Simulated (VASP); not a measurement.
# WS2 (P6_3/mmc) in VASP: single point with LDA

Aim: the single point of WS2 with LDA.

Everything below comes from runs of VASP 6.6.1. Logs are shortened: lines on timing, memory, paths and dates and some standing lists are left out, and cuts for length are marked.

### Step 1. The cell of the first run

It takes space group P6_3/mmc (No. 194, hexagonal). Conventional cell: a = 3.180 Å, b = 3.180 Å, c = 12.500 Å, α = 90.00°, β = 90.00°, γ = 120.00°. W (site symmetry -6m2) has 6 S at 2.41 Å and 6 W at 3.18 Å within 3.2 Å. Within 3.2 Å of S (site symmetry 3m) lie 3 W at 2.41 Å and 7 S at 3.12 to 3.18 Å.

### Step 2. Single point, LDA

The input, INCAR:

```
  PREC = Accurate
  ENCUT = 520
  EDIFF = 1E-6
  ISMEAR = 0
  SIGMA = 0.01
  LREAL = F
  LASPH = T
  NELM = 60
  ALGO = Normal
  ISIF = 2
  LWAVE = F
  LCHARG = F
  GGA = CA
  NBANDS = 35
```

The input, KPOINTS:

```
Automatic mesh
0
Gamma
  9 9 2
```

The input, POSCAR:

```
WS2
1.0
    3.1800000000      0.0000000000      0.0000000000
   -1.5900000000      2.7539607840      0.0000000000
    0.0000000000      0.0000000000     12.5000000000
W S
2 4
Direct
    0.3333333333      0.6666666667      0.2500000000
    0.6666666667      0.3333333333      0.7500000000
    0.3333333333      0.6666666667      0.6250000000
    0.6666666667      0.3333333333      0.1250000000
    0.3333333333      0.6666666667      0.8750000000
    0.6666666667      0.3333333333      0.3750000000
```

Potentials or basis: VASP PAW LDA potentials, release 64 (W_sv, S).

Launch:

```console
$ cat potpaw_LDA.64/W_sv/POTCAR potpaw_LDA.64/S/POTCAR > POTCAR
$ mpirun -np 1 vasp_std > vasp.out
```

OUTCAR:

```text
PREC = Accurate
   ENCUT = 520
   EDIFF = 1E-6
   ISMEAR = 0
   LREAL = F
   LASPH = T
   NELM = 60
   ISIF = 2
   GGA = CA

 ion  position               nearest neighbor table
   1  0.333  0.667  0.250-   4 2.41   6 2.41   4 2.41   6 2.41   4 2.41   6 2.41
   2  0.667  0.333  0.750-   3 2.41   5 2.41   3 2.41   5 2.41   3 2.41   5 2.41
   3  0.333  0.667  0.625-   2 2.41   2 2.41   2 2.41
   4  0.667  0.333  0.125-   1 2.41   1 2.41   1 2.41
   5  0.333  0.667  0.875-   2 2.41   2 2.41   2 2.41
   6  0.667  0.333  0.375-   1 2.41   1 2.41   1 2.41

  LATTYP: Found a hexagonal cell.
 ALAT       =     3.1800000000
 C/A-ratio  =     3.9308176101

  Lattice vectors:

 A1 = (   3.1800000000,   0.0000000000,   0.0000000000)
 A2 = (  -1.5900000000,   2.7539607840,   0.0000000000)
 A3 = (   0.0000000000,   0.0000000000,  12.5000000000)

Analysis of symmetry for initial positions (statically):
=====================================================================
 Subroutine PRICEL returns:
 Original cell was already a primitive cell.

 Routine SETGRP: Setting up the symmetry group for a
 hexagonal supercell.

 Subroutine GETGRP returns: Found 24 space group operations
 (whereof 12 operations were pure point group operations)
 out of a pool of 24 trial point group operations.

The static configuration has the point symmetry D_3d.
 The point group associated with its full space group is D_6h.

Analysis of symmetry for dynamics (positions and initial velocities):
=====================================================================
 Subroutine PRICEL returns:
 Original cell was already a primitive cell.

 Routine SETGRP: Setting up the symmetry group for a
 hexagonal supercell.

 Subroutine GETGRP returns: Found 24 space group operations
 (whereof 12 operations were pure point group operations)
 out of a pool of 24 trial point group operations.

The dynamic configuration has the point symmetry D_3d.
 The point group associated with its full space group is D_6h.

 Subroutine INISYM returns: Found 24 space group operations
 (whereof 12 operations are pure point group operations),
 and found     1 'primitive' translations

----------------------------------------------------------------------------------------

                                     Primitive cell

  volume of cell :     109.4699

  direct lattice vectors                    reciprocal lattice vectors
     3.180000000  0.000000000  0.000000000     0.314465409  0.181556688  0.000000000
    -1.590000000  2.753960784  0.000000000     0.000000000  0.363113377  0.000000000
     0.000000000  0.000000000 12.500000000     0.000000000  0.000000000  0.080000000

  length of vectors
     3.180000000  3.180000000 12.500000000     0.363113377  0.363113377  0.080000000

  position of ions in fractional coordinates (direct lattice)
     0.333333333  0.666666667  0.250000000
     0.666666667  0.333333333  0.750000000
     0.333333333  0.666666667  0.625000000
     0.666666667  0.333333333  0.125000000
     0.333333333  0.666666667  0.875000000
     0.666666667  0.333333333  0.375000000

  ion indices of the primitive-cell ions
   primitive index   ion index
                 1           1
                 2           2
                 3           3
                 4           4
                 5           5
                 6           6

----------------------------------------------------------------------------------------

 KPOINTS: Automatic mesh

Automatic generation of k-mesh.
 Grid dimensions read from file:
 generate k-points for:    9    9    2

 Generating k-lattice:

  Cartesian coordinates                     Fractional coordinates (reciprocal lattice)
     0.034940601  0.020172965  0.000000000     0.111111111  0.000000000  0.000000000
     0.000000000  0.040345931  0.000000000     0.000000000  0.111111111  0.000000000
     0.000000000  0.000000000  0.040000000     0.000000000  0.000000000  0.500000000

  Length of vectors
     0.040345931  0.040345931  0.040000000

  Shift w.r.t. Gamma in fractional coordinates (k-lattice)
     0.000000000  0.000000000  0.000000000

 Subroutine IBZKPT returns following result:
 ===========================================

 Found     24 irreducible k-points:

 Following reciprocal coordinates:
            Coordinates               Weight
  0.000000  0.000000  0.000000      1.000000
  0.111111 -0.000000  0.000000      6.000000
  0.222222 -0.000000  0.000000      6.000000
  0.333333 -0.000000  0.000000      6.000000
  0.444444 -0.000000  0.000000      6.000000
  0.111111  0.111111  0.000000      6.000000
[... 16 lines left out ...]
  0.333333  0.222222  0.500000     12.000000
  0.333333  0.333333  0.500000      2.000000
   k-points           NKPTS =     24   k-points in BZ     NKDIM =     24   number of bands    NBANDS=     35
   number of dos      NEDOS =    301   number of ions     NIONS =      6
   total plane-waves  NPLWV =  55296
   dimension x,y,z NGX =    24 NGY =   24 NGZ =   96
   dimension x,y,z NGXF=    48 NGYF=   48 NGZF=  192
   ions per type =               2   4
   NGX,Y,Z   is equivalent  to a cutoff of  12.55, 12.55, 12.77 a.u.
   NGXF,Y,Z  is equivalent  to a cutoff of  25.09, 25.09, 25.54 a.u.
 SYSTEM =  unknown system
   PREC   = accura    normal or accurate (medium, high low for compatibility)
   ISTART =      0    job   : 0-new  1-cont  2-samecut
   ICHARG =      2    charge: 1-file 2-atom 10-const
   ISPIN  =      1    spin polarized calculation?
   LNONCOLLINEAR =      F non collinear calculations
   LSORBIT =      F    spin-orbit coupling
   LASPH  =      T    aspherical Exc in radial PAW
   ENCUT  =  520.0 eV  38.22 Ry    6.18 a.u.   5.91  5.91 23.24*2*pi/ulx,y,z
   NELM   =     60;   NELMIN=  2; NELMDL= -5     # of ELM steps
   EDIFF  = 0.1E-05   stopping-criterion for ELM
   LREAL  =      F    real-space projection
   EDIFFG = 0.1E-04   stopping-criterion for IOM
   NSW    =      0    number of steps for IOM
   IBRION =     -1    ionic relax: 0-MD 1-quasi-New 2-CG
   NFREE  =      0    steps in history (QN), initial steepest desc. (CG)
   ISIF   =      2    stress and relaxation
   ISYM   =      2    0-nonsym 1-usesym 2-fastsym
   POTIM  = 0.5000    time-step for ionic-motion
   TEBEG  =    0.0;   TEEND  =   0.0 temperature during run
   PSTRESS=    0.0 pullay stress
   NELECT =      52.0000    total number of electrons
   NUPDOWN=      -1.0000    fix difference up-down
   EMIN   =  10.00;   EMAX   =-10.00  energy-range for DOS
   EFERMI =   0.00;   METHOD = LEGACY
   ISMEAR =     0;   SIGMA  =   0.01  broadening in eV -4-tet -1-fermi 0-gaus
   EFERMI_NEDOS =   21; number of points for ismear=-14 and -15
   IALGO  =     38    algorithm
   IMIX   =      4    mixing-type and parameters
     AMIX     =   0.40;   BMIX     =  1.00
     AMIX_MAG =   1.60;   BMIX_MAG =  1.00
  volume/ion in A,a.u.               =      18.24       123.12
  Fermi-wavevector in a.u.,A,eV,Ry     =   1.277353  2.413847 22.199688  1.631631
  Thomas-Fermi vector in A             =   2.409958
   LORBIT       =      0    0 simple, 1 ext, 2 COOP (PROOUT), +10 PAW based schemes
   GGA     = CA    functional components
   LHFCALC =     F    Hartree Fock is set to
   AEXX    =    0.0000 exact exchange contribution
   IVDW    =     0    specifies the selected vdW correction
   LEPSILON=     F    determine dielectric tensor
   LRPA    =     F    only Hartree local field effects (RPA)
 non-spin polarized calculation
 Gauss-broadening in eV      SIGMA  =   0.01
  energy-cutoff  :      520.00
  volume of cell :      109.47
 maximum number of plane-waves:      2980
 NGX is ok and might be reduce to    24
   NGX = 11   NGY = 11   NGZ = 47

 number of electron      52.0000006 magnetization

 Free energy of the ion-electron system (eV)
  ---------------------------------------------------
  ext. energy  EPLUGINS =         0.00000000
  ---------------------------------------------------
  free energy    TOTEN  =       -52.45130078 eV

  energy without entropy =      -52.45130078  energy(sigma->0) =      -52.45130078

 E-fermi :   7.2075     XC(G=0): -11.0763

 val. band max:        6.9667264573   @ k =   0.0000   0.0000   0.0000
 cond. band min:       8.0440676431   @ k =   0.2222   0.1111   0.0000
 fundamental gap:      1.0773411858
 Fermi energy:         7.2074513149

 k-point     1 :       0.0000    0.0000    0.0000
  band No.  band energies     occupation
      1     -67.2222      2.00000
      2     -67.2222      2.00000
      3     -31.7325      2.00000
      4     -31.7325      2.00000
      5     -31.5694      2.00000
      6     -31.5694      2.00000
[... 27 lines left out ...]
     34       9.4728      0.00000
     35      11.5122      0.00000

 k-point     2 :       0.1111   -0.0000    0.0000
  band No.  band energies     occupation
      1     -67.2202      2.00000
      2     -67.2202      2.00000
      3     -31.7251      2.00000
      4     -31.7251      2.00000
      5     -31.6106      2.00000
      6     -31.6105      2.00000
[... 27 lines left out ...]
     34       9.5994      0.00000
     35      12.3999      0.00000

 k-point     3 :       0.2222   -0.0000    0.0000
  band No.  band energies     occupation
      1     -67.2150      2.00000
      2     -67.2150      2.00000
      3     -31.7134      2.00000
      4     -31.7134      2.00000
      5     -31.7064      2.00000
      6     -31.7063      2.00000
[... 27 lines left out ...]
     34      10.3554      0.00000
     35      13.5408      0.00000
[... 723 lines left out ...]
 k-point    23 :       0.3333    0.2222    0.5000
  band No.  band energies     occupation
      1     -67.2035      2.00000
      2     -67.2035      2.00000
      3     -31.8612      2.00000
      4     -31.8612      2.00000
      5     -31.7313      2.00000
      6     -31.7313      2.00000
[... 27 lines left out ...]
     34      11.3994      0.00000
     35      12.8168      0.00000

 k-point    24 :       0.3333    0.3333    0.5000
  band No.  band energies     occupation
      1     -67.2025      2.00000
      2     -67.2025      2.00000
      3     -31.8260      2.00000
      4     -31.8260      2.00000
      5     -31.7916      2.00000
      6     -31.7916      2.00000
[... 27 lines left out ...]
     34      11.6616      0.00000
     35      13.3222      0.00000

------------------------ aborting loop because EDIFF is reached ----------------------------------------

  FORCE on cell =-STRESS in cart. coord.  units (eV):
  Direction    XX          YY          ZZ          XY          YZ          ZX
  --------------------------------------------------------------------------------------
  -------------------------------------------------------------------------------------
  Total       -4.0431933     -4.0431933     -2.7470497      0.0000000     -0.0000000      0.0000000
  in kB      -59.1752638    -59.1752638    -40.2051982      0.0000000     -0.0000000      0.0000000
  external PRESSURE =     -52.8519086 kB  Pullay stress =       0.0000000 kB

 VOLUME and BASIS-vectors are now :
 -----------------------------------------------------------------------------
  energy-cutoff  :      520.00
  volume of cell :      109.47
      direct lattice vectors                 reciprocal lattice vectors
     3.180000000  0.000000000  0.000000000     0.314465409  0.181556688  0.000000000
    -1.590000000  2.753960784  0.000000000     0.000000000  0.363113377  0.000000000
     0.000000000  0.000000000 12.500000000     0.000000000  0.000000000  0.080000000

 POSITION                                       TOTAL-FORCE (eV/Angst)
 -----------------------------------------------------------------------------------
     -0.00000      1.83597      3.12500        -0.000000      0.000000     -0.000000
      1.59000      0.91799      9.37500         0.000000     -0.000000     -0.000000
     -0.00000      1.83597      7.81250        -0.000000     -0.000000      0.310910
      1.59000      0.91799      1.56250         0.000000     -0.000000      0.310910
     -0.00000      1.83597     10.93750        -0.000000      0.000000     -0.310910
      1.59000      0.91799      4.68750         0.000000      0.000000     -0.310910
 -----------------------------------------------------------------------------------
    total drift:                               -0.000000      0.000000     -0.000000

  FREE ENERGIE OF THE ION-ELECTRON SYSTEM (eV)
  ---------------------------------------------------
  free  energy   TOTEN  =       -52.4513007794 eV

  energy  without entropy=      -52.4513007794  energy(sigma->0) =      -52.45130078
```

Wall time 63 s (1 thread of AMD EPYC 7R13 (Zen 3), shared host); peak memory 0.19 GiB.

Results:

```yaml
Free_energy: -52.4513 eV
Pressure: -5.3 GPa
Largest_force: 0.311 eV/Å
Band_gap_on_the_k_mesh: 1.08 eV, indirect (least direct gap 1.73 eV)
```

Forces on the atoms (eV/Å):
```
W    0.000  0.000  0.000
W    0.000  0.000  0.000
S    0.000  0.000  0.311
S    0.000  0.000  0.311
S    0.000  0.000 -0.311
S    0.000  0.000 -0.311
```

Stress tensor (GPa, compression positive):
```
-5.92  0.00  0.00
 0.00 -5.92  0.00
 0.00  0.00 -4.02
```

Levels at points of the mesh, in eV from the valence-band top:
```tsv
k point	band 24	band 25	band 26	band 27	band 28	band 29
(0.00, 0.00, 0.00)	-1.52	-1.14	0.00	2.23	2.23	2.24
(0.00, 0.00, 0.50)	-2.28	-0.31	-0.31	2.23	2.23	2.23
```

Caveat: spin-orbit coupling is left out, which moves the levels of the heavy elements. A k mesh can miss the band edges.
